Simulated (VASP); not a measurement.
Input of a VASP 6.6.1 run:

The input INCAR:

```
PREC = Accurate ; ENCUT = 600
EDIFF = 1E-6 ; ISMEAR = 0
SIGMA = 0.01 ; LREAL = F
LASPH = T ; NELM = 60
ALGO = Normal ; ISIF = 3
LWAVE = F ; LCHARG = F
GGA = PS ; IBRION = 2
NSW = 70 ; EDIFFG = -0.008
PSTRESS = 150.0
```

File KPOINTS:

```
regular mesh
0
Gamma
  10 10 10
```

Contents of POSCAR:

```
Al2Ru
1.0
    0.0000000000      3.8835396303      4.2878107572
    2.2938069526      0.0000000000      4.2878107572
    2.2938069526      3.8835396303      0.0000000000
Al Ru
4 2
Direct
    0.0795038439      0.4204961561      0.0795038439
    0.4204961561      0.0795038439      0.4204961561
    0.1704961561      0.8295038439      0.1704961561
    0.8295038439      0.1704961561      0.8295038439
    0.7500000000      0.7500000000      0.7500000000
    0.5000000000      0.5000000000      0.5000000000
```

Potentials or basis: VASP PAW PBE potentials, release 64 (Al, Ru_pv).

Run with:

```sh
$ cat potpaw_PBE.64/Al/POTCAR potpaw_PBE.64/Ru_pv/POTCAR > POTCAR
$ mpirun -np 1 vasp_std > vasp.out
```

(1) Predict the space group after relaxing (to 0.1 Å).

(2) Predict the relaxed volume.

(3) Estimate the relaxed cell.

Results:

(1) Fddd (No. 70).

(2) 12.76 Å³/atom.

(3) a = 5.789 Å, b = 4.871 Å, c = 4.509 Å, α = 76.11°, β = 54.77°, γ = 49.12°.

Caveat: the cell is relaxed towards a set pressure, so the run minimises the enthalpy, not the energy; the PAW data sets were made with another functional, which shifts forces and pressure a little.
